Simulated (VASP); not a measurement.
A run of VASP 6.6.1 is set up as follows.

Contents of INCAR:

```
SYSTEM = Si8O15
PREC = Accurate ; ENCUT = 520
EDIFF = 1E-7 ; ISMEAR = -1
SIGMA = 0.05 ; LREAL = Auto
LASPH = .True. ; NELM = 100
ALGO = Normal ; ISIF = 2
LWAVE = .False. ; LCHARG = .True.
GGA = PE ; IVDW = 12
LELF = .True. ; LVHAR = .True.
NBANDS = 78
```

KPOINTS

```
regular mesh
0
Gamma
  2 2 2
  0 0 0
```

File POSCAR:

```
Si8O15
1.0
   -4.2244000000     -4.2244000000      0.0000000000
    4.2244000000     -4.2244000000      0.0000000000
    0.0000000000      0.0000000000      5.3792000000
Si O
8 15
Direct
    0.5013854982      0.4998155262      0.0013644929
   -0.0014041526      0.4998075609      0.2521575454
    0.5004328890      0.4998049915      0.5013637895
   -0.0013988971      0.4998015493      0.7505731469
   -0.0004475849     -0.0001905323      0.0013834734
    0.5055752051     -0.0001887547      0.2603607389
    0.0035286104     -0.0002090957      0.5013836473
    0.5056072153     -0.0001953790      0.7423254339
    0.1926657002      0.4998142778      0.0013684997
   -0.0061758718      0.1930635979      0.2533910692
    0.8063697734      0.4998027360      0.0013612526
   -0.0061871733      0.8065526133      0.2533838190
    0.1925580063      0.4998196793      0.5013618028
   -0.0061742688      0.1930625029      0.7493582588
    0.8062369898      0.4998142784      0.5013622251
   -0.0061771929      0.8065500362      0.7493658591
    0.6953960615     -0.0001868574      0.0013628074
    0.5012469118      0.6928901737      0.2532548191
    0.3071773268     -0.0001952631      0.0013607065
    0.5012443144      0.3067262651      0.2532529759
    0.5012464972      0.6928850142      0.7494730101
    0.2992691815     -0.0002049231      0.5013487139
    0.5012259606      0.3067319027      0.7494754125
```

Potentials or basis: VASP PAW PBE potentials, release 64 (Si, O).

Command:

```bash
$ cat potpaw_PBE.64/Si/POTCAR potpaw_PBE.64/O/POTCAR > POTCAR
$ mpirun -np 1 vasp_std > vasp.out
```

(1) Estimate the band gap on the k mesh.

(2) What does it give for the largest force?

Answers

(1) 2.83 eV.

(2) 0.027 eV/Å.

Caveat: the k points lie up to 0.58 Å⁻¹ apart.
